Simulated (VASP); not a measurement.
# Ni (P6_3/mmc) in VASP: settings compared

Ni is run at these levels: r2SCAN, PBEsol; tasks: single point.

Everything below comes from runs of VASP 6.6.1. Logs are shortened: lines on timing, memory, paths and dates and some standing lists are left out, and cuts for length are marked.

## Step 1: The cell of the first run

It takes space group P6_3/mmc (No. 194, hexagonal). Conventional cell: a = 2.496 Å, b = 2.496 Å, c = 4.153 Å, α = 90.00°, β = 90.00°, γ = 120.00°. Ni (site symmetry -6m2) has 12 Ni at 2.50 to 2.53 Å within 3.3 Å.

This isn't the form of Ni at room conditions, which is fcc.

## Step 2: Single point, r2SCAN, collinear spin, ferromagnetic start

POSCAR

```
Ni
1.0
    2.4960355362      0.0000000000      0.0000000000
   -1.2480177681      2.1616301831      0.0000000000
    0.0000000000      0.0000000000      4.1526868216
Ni
2
Direct
    0.6666666667      0.3333333333      0.7500000000
    0.3333333333      0.6666666667      0.2500000000
```

INCAR.step1

```
SYSTEM = Ni
ALGO = Normal ; EDIFF = 1E-4
ENCUT = 520 ; GGA = PE
ISMEAR = -1 ; ISPIN = 2
LASPH = .TRUE. ; LCHARG = .FALSE.
LMAXMIX = 4 ; LREAL = .FALSE.
LWAVE = .TRUE. ; MAGMOM = 1 1
NBANDS = 21 ; NELM = 150
PREC = Accurate ; SIGMA = 0.05
```

INCAR.step2

```
SYSTEM = Ni
ALGO = Normal ; EDIFF = 1E-7
ENCUT = 520 ; ISIF = 2
ISMEAR = -1 ; ISPIN = 2
ISTART = 1 ; LASPH = .TRUE.
LCHARG = .TRUE. ; LELF = .TRUE.
LMAXMIX = 4 ; LMIXTAU = .TRUE.
LORBIT = 11 ; LREAL = .FALSE.
LVHAR = .TRUE. ; LWAVE = .FALSE.
MAGMOM = 1 1 ; METAGGA = R2SCAN
NBANDS = 21 ; NELM = 150
PREC = Accurate ; SIGMA = 0.05
```

KPOINTS

```
k-points
0
G
  12 12 7
  0 0 0
```

Potentials or basis: VASP PAW PBE potentials, release 64 (Ni).

The run is started by

```sh
> cat potpaw_PBE.64/Ni/POTCAR > POTCAR
> cp INCAR.step1 INCAR
> mpirun -np 1 vasp_std > vasp.out
> cp INCAR.step2 INCAR
> mpirun -np 1 vasp_std > vasp.out
```

OUTCAR:

```text
SYSTEM = Ni
   EDIFF = 1E-7
   ENCUT = 520
   ISIF = 2
   ISMEAR = -1
   ISPIN = 2
   ISTART = 1
   LASPH = .TRUE.
   LORBIT = 11
   LREAL = .FALSE.
   METAGGA = R2SCAN
   NELM = 150
   PREC = Accurate

 ion  position               nearest neighbor table
   1  0.667  0.333  0.750-   2 2.53   2 2.53   2 2.53   2 2.53   2 2.53   2 2.53
   2  0.333  0.667  0.250-   1 2.53   1 2.53   1 2.53   1 2.53   1 2.53   1 2.53

  LATTYP: Found a hexagonal cell.
 ALAT       =     2.4960355362
 C/A-ratio  =     1.6637130207

  Lattice vectors:

 A1 = (   2.4960355362,   0.0000000000,   0.0000000000)
 A2 = (  -1.2480177681,   2.1616301831,   0.0000000000)
 A3 = (   0.0000000000,   0.0000000000,   4.1526868216)

Analysis of symmetry for initial positions (statically):
=====================================================================
 Subroutine PRICEL returns:
 Original cell was already a primitive cell.

 Routine SETGRP: Setting up the symmetry group for a
 hexagonal supercell.

 Subroutine GETGRP returns: Found 24 space group operations
 (whereof 12 operations were pure point group operations)
 out of a pool of 24 trial point group operations.

The static configuration has the point symmetry D_3d.
 The point group associated with its full space group is D_6h.

Analysis of symmetry for dynamics (positions and initial velocities):
=====================================================================
 Subroutine PRICEL returns:
 Original cell was already a primitive cell.

 Routine SETGRP: Setting up the symmetry group for a
 hexagonal supercell.

 Subroutine GETGRP returns: Found 24 space group operations
 (whereof 12 operations were pure point group operations)
 out of a pool of 24 trial point group operations.

The dynamic configuration has the point symmetry D_3d.
 The point group associated with its full space group is D_6h.

Analysis of structural, dynamic, and magnetic symmetry:
=====================================================================
 Subroutine PRICEL returns:
 Original cell was already a primitive cell.

 Routine SETGRP: Setting up the symmetry group for a
 hexagonal supercell.

 Subroutine GETGRP returns: Found 24 space group operations
 (whereof 12 operations were pure point group operations)
 out of a pool of 24 trial point group operations.

The overall configuration has the point symmetry D_3d.
 The point group associated with its full space group is D_6h.

 Subroutine INISYM returns: Found 24 space group operations
 (whereof 12 operations are pure point group operations),
 and found     1 'primitive' translations

----------------------------------------------------------------------------------------

                                     Primitive cell

  volume of cell :      22.4058

  direct lattice vectors                    reciprocal lattice vectors
     2.496035536  0.000000000  0.000000000     0.400635322  0.231306911  0.000000000
    -1.248017768  2.161630183  0.000000000     0.000000000  0.462613822  0.000000000
     0.000000000  0.000000000  4.152686822     0.000000000  0.000000000  0.240807950

  length of vectors
     2.496035536  2.496035536  4.152686822     0.462613822  0.462613822  0.240807950

  position of ions in fractional coordinates (direct lattice)
     0.666666667  0.333333333  0.750000000
     0.333333333  0.666666667  0.250000000

  ion indices of the primitive-cell ions
   primitive index   ion index
                 1           1
                 2           2

----------------------------------------------------------------------------------------

 KPOINTS: k-points

Automatic generation of k-mesh.
 Grid dimensions read from file:
 generate k-points for:   12   12    7

 Generating k-lattice:

  Cartesian coordinates                     Fractional coordinates (reciprocal lattice)
     0.033386277  0.019275576  0.000000000     0.083333333  0.000000000  0.000000000
     0.000000000  0.038551152  0.000000000     0.000000000  0.083333333  0.000000000
     0.000000000  0.000000000  0.034401136     0.000000000  0.000000000  0.142857143

  Length of vectors
     0.038551152  0.038551152  0.034401136

  Shift w.r.t. Gamma in fractional coordinates (k-lattice)
     0.000000000  0.000000000  0.000000000

 Subroutine IBZKPT returns following result:
 ===========================================

 Found     76 irreducible k-points:

 Following reciprocal coordinates:
            Coordinates               Weight
  0.000000  0.000000  0.000000      1.000000
  0.083333 -0.000000  0.000000      6.000000
  0.166667 -0.000000  0.000000      6.000000
  0.250000 -0.000000  0.000000      6.000000
  0.333333 -0.000000  0.000000      6.000000
  0.416667 -0.000000  0.000000      6.000000
[... 16 lines left out ...]
  0.250000 -0.000000  0.142857     12.000000
  0.333333 -0.000000  0.142857     12.000000
 [... further k-points ...]
   k-points           NKPTS =     76   k-points in BZ     NKDIM =     76   number of bands    NBANDS=     21
   number of dos      NEDOS =    301   number of ions     NIONS =      2
   total plane-waves  NPLWV =  12800
   dimension x,y,z NGX =    20 NGY =   20 NGZ =   32
   dimension x,y,z NGXF=    40 NGYF=   40 NGZF=   64
   ions per type =               2
   NGX,Y,Z   is equivalent  to a cutoff of  13.32, 13.32, 12.81 a.u.
   NGXF,Y,Z  is equivalent  to a cutoff of  26.64, 26.64, 25.62 a.u.
 SYSTEM =  Ni
   PREC   = accura    normal or accurate (medium, high low for compatibility)
   ISTART =      1    job   : 0-new  1-cont  2-samecut
   ICHARG =      0    charge: 1-file 2-atom 10-const
   ISPIN  =      2    spin polarized calculation?
   LNONCOLLINEAR =      F non collinear calculations
   LSORBIT =      F    spin-orbit coupling
   LASPH  =      T    aspherical Exc in radial PAW
   ENCUT  =  520.0 eV  38.22 Ry    6.18 a.u.   4.64  4.64  7.72*2*pi/ulx,y,z
   NELM   =    150;   NELMIN=  2; NELMDL=  0     # of ELM steps
   EDIFF  = 0.1E-06   stopping-criterion for ELM
   LREAL  =      F    real-space projection
   EDIFFG = 0.1E-05   stopping-criterion for IOM
   NSW    =      0    number of steps for IOM
   IBRION =     -1    ionic relax: 0-MD 1-quasi-New 2-CG
   NFREE  =      0    steps in history (QN), initial steepest desc. (CG)
   ISIF   =      2    stress and relaxation
   ISYM   =      2    0-nonsym 1-usesym 2-fastsym
   POTIM  = 0.5000    time-step for ionic-motion
   TEBEG  =    0.0;   TEEND  =   0.0 temperature during run
   PSTRESS=    0.0 pullay stress
   NELECT =      20.0000    total number of electrons
   NUPDOWN=      -1.0000    fix difference up-down
   EMIN   =  10.00;   EMAX   =-10.00  energy-range for DOS
   EFERMI =   0.00;   METHOD = LEGACY
   ISMEAR =    -1;   SIGMA  =   0.05  broadening in eV -4-tet -1-fermi 0-gaus
   EFERMI_NEDOS =   21; number of points for ismear=-14 and -15
   IALGO  =     38    algorithm
   IMIX   =      4    mixing-type and parameters
     AMIX     =   0.40;   BMIX     =  1.00
     AMIX_MAG =   1.60;   BMIX_MAG =  1.00
  volume/ion in A,a.u.               =      11.20        75.60
  Fermi-wavevector in a.u.,A,eV,Ry     =   1.576272  2.978721 33.805473  2.484632
  Thomas-Fermi vector in A             =   2.677130
   LORBIT       =     11    0 simple, 1 ext, 2 COOP (PROOUT), +10 PAW based schemes
   METAGGA = R2SCAN    functional components
   LHFCALC =     F    Hartree Fock is set to
   AEXX    =    0.0000 exact exchange contribution
   IVDW    =     0    specifies the selected vdW correction
   LEPSILON=     F    determine dielectric tensor
   LRPA    =     F    only Hartree local field effects (RPA)
 spin polarized calculation
  energy-cutoff  :      520.00
  volume of cell :       22.41
 maximum number of plane-waves:       616
 NGX is ok and might be reduce to    20
   NGX =  9   NGY =  9   NGZ = 15

 number of electron      20.0000002 magnetization       1.4729178

 Free energy of the ion-electron system (eV)
  ---------------------------------------------------
  ext. energy  EPLUGINS =         0.00000000
  ---------------------------------------------------
  free energy    TOTEN  =       -23.76758256 eV

  energy without entropy =      -23.74087781  energy(sigma->0) =      -23.75423018

 E-fermi :   8.8848     XC(G=0): -14.1837

 val. band max:        8.8839608959   @ k =   0.1667   0.1667   0.4286
 cond. band min:       8.8886370534   @ k =   0.3333   0.2500   0.0000
 fundamental gap:      0.0046761575
 Fermi energy:         8.8847829750

 spin component 1

 k-point     1 :       0.0000    0.0000    0.0000
  band No.  band energies     occupation
      1      -0.2854      1.00000
      2       3.7423      1.00000
      3       5.9280      1.00000
      4       6.1597      1.00000
      5       6.1598      1.00000
      6       6.3956      1.00000
[... 13 lines left out ...]
     20      35.5122      0.00000
     21      39.2694      0.00000

 k-point     2 :       0.0833   -0.0000    0.0000
  band No.  band energies     occupation
      1      -0.0379      1.00000
      2       3.8867      1.00000
      3       5.8683      1.00000
      4       6.1950      1.00000
      5       6.2604      1.00000
      6       6.3477      1.00000
[... 13 lines left out ...]
     20      37.9797      0.00000
     21      38.5342      0.00000

 k-point     3 :       0.1667   -0.0000    0.0000
  band No.  band energies     occupation
      1       0.6822      1.00000
      2       4.2476      1.00000
      3       5.6914      1.00000
      4       6.0919      1.00000
      5       6.1610      1.00000
      6       6.4331      1.00000
[... 13 lines left out ...]
     20      37.9051      0.00000
     21      38.2271      0.00000
[... 457 lines left out ...]
 k-point    23 :       0.2500   -0.0000    0.1429
  band No.  band energies     occupation
      1       1.9497      1.00000
      2       4.5722      1.00000
      3       5.3205      1.00000
      4       5.6320      1.00000
      5       5.9730      1.00000
      6       6.5704      1.00000
[... 13 lines left out ...]
     20      35.2371      0.00000
     21      36.2834      0.00000

 k-point    24 :       0.3333   -0.0000    0.1429
  band No.  band energies     occupation
      1       3.1291      1.00000
      2       4.5441      1.00000
      3       4.9933      1.00000
      4       5.6078      1.00000
      5       6.1020      1.00000
      6       6.5204      1.00000
[... 13 lines left out ...]
     20      33.8632      0.00000
     21      36.9961      0.00000

 [... further k-points ...]

 spin component 2

 k-point     1 :       0.0000    0.0000    0.0000
  band No.  band energies     occupation
      1      -0.5318      1.00000
      2       4.5130      1.00000
      3       7.3403      1.00000
      4       7.3404      1.00000
      5       7.4677      1.00000
      6       7.6081      1.00000
[... 13 lines left out ...]
     20      35.7396      0.00000
     21      39.5920      0.00000

 k-point     2 :       0.0833   -0.0000    0.0000
  band No.  band energies     occupation
      1      -0.2819      1.00000
      2       4.6825      1.00000
      3       7.1571      1.00000
      4       7.3466      1.00000
      5       7.4494      1.00000
      6       7.5330      1.00000
[... 13 lines left out ...]
     20      38.2226      0.00000
     21      38.8055      0.00000

 k-point     3 :       0.1667   -0.0000    0.0000
  band No.  band energies     occupation
      1       0.4491      1.00000
      2       5.1166      1.00000
      3       6.5304      1.00000
      4       6.8655      1.00000
      5       7.3663      1.00000
      6       7.5838      1.00000
[... 13 lines left out ...]
     20      38.0433      0.00000
     21      38.4710      0.00000
[... 457 lines left out ...]
 k-point    23 :       0.2500   -0.0000    0.1429
  band No.  band energies     occupation
      1       1.7616      1.00000
      2       5.3522      1.00000
      3       5.9277      1.00000
      4       6.6507      1.00000
      5       7.1588      1.00000
      6       7.4250      1.00000
[... 13 lines left out ...]
     20      35.4672      0.00000
     21      36.5120      0.00000

 k-point    24 :       0.3333   -0.0000    0.1429
  band No.  band energies     occupation
      1       3.1017      1.00000
      2       5.3108      1.00000
      3       5.6652      1.00000
      4       6.5014      1.00000
      5       7.2763      1.00000
      6       7.3098      1.00000
[... 13 lines left out ...]
     20      34.0934      0.00000
     21      37.2024      0.00000

 [... further k-points ...]

------------------------ aborting loop because EDIFF is reached ----------------------------------------

  FORCE on cell =-STRESS in cart. coord.  units (eV):
  Direction    XX          YY          ZZ          XY          YZ          ZX
  --------------------------------------------------------------------------------------
  -------------------------------------------------------------------------------------
  Total       -1.5278422     -1.5278422     -1.4806452     -0.0000000      0.0000000      0.0000000
  in kB     -109.2515827   -109.2515827   -105.8766609     -0.0000000      0.0000000      0.0000000
  external PRESSURE =    -108.1266088 kB  Pullay stress =       0.0000000 kB

 VOLUME and BASIS-vectors are now :
 -----------------------------------------------------------------------------
  energy-cutoff  :      520.00
  volume of cell :       22.41
      direct lattice vectors                 reciprocal lattice vectors
     2.496035536  0.000000000  0.000000000     0.400635322  0.231306911  0.000000000
    -1.248017768  2.161630183  0.000000000     0.000000000  0.462613822  0.000000000
     0.000000000  0.000000000  4.152686822     0.000000000  0.000000000  0.240807950

 POSITION                                       TOTAL-FORCE (eV/Angst)
 -----------------------------------------------------------------------------------
      1.24802      0.72054      3.11452        -0.000000      0.000000      0.000000
     -0.00000      1.44109      1.03817         0.000000     -0.000000      0.000000
 -----------------------------------------------------------------------------------
    total drift:                               -0.000000      0.000000     -0.000000

  FREE ENERGIE OF THE ION-ELECTRON SYSTEM (eV)
  ---------------------------------------------------
  free  energy   TOTEN  =       -23.7675825582 eV

  energy  without entropy=      -23.7408778085  energy(sigma->0) =      -23.75423018

 total charge

# of ion       s       p       d       tot
------------------------------------------
    1        0.500   0.491   8.304   9.295
    2        0.500   0.491   8.304   9.295
--------------------------------------------------
tot          1.000   0.982  16.608  18.590

 magnetization (x)

# of ion       s       p       d       tot
------------------------------------------
    1       -0.008  -0.040   0.811   0.763
    2       -0.008  -0.040   0.811   0.763
--------------------------------------------------
tot         -0.015  -0.081   1.623   1.526
```

Wall time 13 min (1 thread of AMD EPYC, shared host); peak memory 0.15 GiB.

What came out:

```yaml
Free_energy: -23.7676 eV
Pressure: -10.8 GPa
Net_moment: 1.47 μB per cell
Site_moments: Ni +0.76 μB
Valence_electrons_inside_the_program's_atomic_spheres: Ni 9.29
```

Levels at points of the mesh, in eV from the Fermi level:
Spin up:
| k point | band 9 | band 10 | band 11 | band 12 | band 13 | band 14 |
| --- | --- | --- | --- | --- | --- | --- |
| (0.00, 0.00, 0.00) | -1.87 | -1.01 | -1.01 | -0.51 | 5.16 | 23.37 |
| (0.50, 0.00, 0.00) | -0.96 | -0.86 | 0.90 | 2.87 | 9.33 | 9.88 |
Spin down:
```csv
k point,band 7,band 8,band 9,band 10,band 11,band 12
"(0.00, 0.00, 0.00)",-1.28,-1.08,-1.08,-0.69,-0.17,-0.17
"(0.50, 0.00, 0.00)",-1.11,-0.01,0.29,0.40,1.79,3.51
```

Caveat: the cell stands under tension; the PAW data sets were made with another functional, which shifts forces and pressure a little.

[end of part 1 of 2]
